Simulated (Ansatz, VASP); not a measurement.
Two plane-wave programs on BaS

The input POSCAR:

```
BaS
1.0
    0.0000000000      3.1794641738      3.1794641738
    3.1794641738      0.0000000000      3.1794641738
    3.1794641738      3.1794641738      0.0000000000
Ba S
1 1
Direct
    0.0000000000      0.0000000000      0.0000000000
    0.5000000000      0.5000000000      0.5000000000
```

INCAR.step1

```
SYSTEM = BaS
  ALGO = Normal
  EDIFF = 1E-4
  ENCUT = 520
  GGA = PE
  ISMEAR = 0
  LASPH = .TRUE.
  LCHARG = .FALSE.
  LREAL = .FALSE.
  LWAVE = .TRUE.
  NBANDS = 15
  NELM = 80
  PREC = Accurate
  SIGMA = 0.01
```

INCAR.step2

```
SYSTEM = BaS
  ALGO = Normal
  EDIFF = 1E-6
  ENCUT = 520
  ISIF = 2
  ISMEAR = 0
  ISTART = 1
  LASPH = .TRUE.
  LCHARG = .TRUE.
  LELF = .TRUE.
  LMIXTAU = .TRUE.
  LREAL = .FALSE.
  LVHAR = .TRUE.
  LWAVE = .FALSE.
  METAGGA = R2SCAN
  NBANDS = 15
  NELM = 80
  PREC = Accurate
  SIGMA = 0.01
```

The input KPOINTS:

```
k-points
0
G
  6 6 6
  0 0 0
```

Input for Ansatz:

```yaml
crystal:
  lattice:
    - [0.0, 3.1794641738, 3.1794641738]
    - [3.1794641738, 0.0, 3.1794641738]
    - [3.1794641738, 3.1794641738, 0.0]
  atoms:
    - { symbol: Ba, position: [0.0, 0.0, 0.0] }
    - { symbol: S, position: [0.5, 0.5, 0.5] }
kpoints:
  mp_grid: { grid: [6, 6, 6] }
hamiltonian:
  xc: r2scan
scf:
  occupations: { method: fixed }
  n_extra_bands: 4
output:
  forces: true
  stress: true
  eigenvalues: true
```

Alike in both runs: task single point; functional r2SCAN; k mesh 6 × 6 × 6; no spin polarisation.

|  | VASP | Ansatz |
| --- | --- | --- |
| version | VASP 6.6.1 | Ansatz 0.2.0 |
| potentials or method | VASP PAW PBE potentials, release 64 (Ba_sv, S) | plane waves, PAW |
| plane-wave cutoff (eV) | 520 | 500 |
| occupations | gaussian, width 0.01 eV | fixed |
| valence electrons in the cell | 16 | 16 |

```csv
,VASP,Ansatz,Ansatz less VASP
gap on the k mesh at the Fermi level (eV),2.44,2.53,+0.093
pressure (GPa),2.1,1.5,-0.63
```

VASP's potentials were made for PBE, not for r2SCAN.

Neither program's run includes spin-orbit coupling.
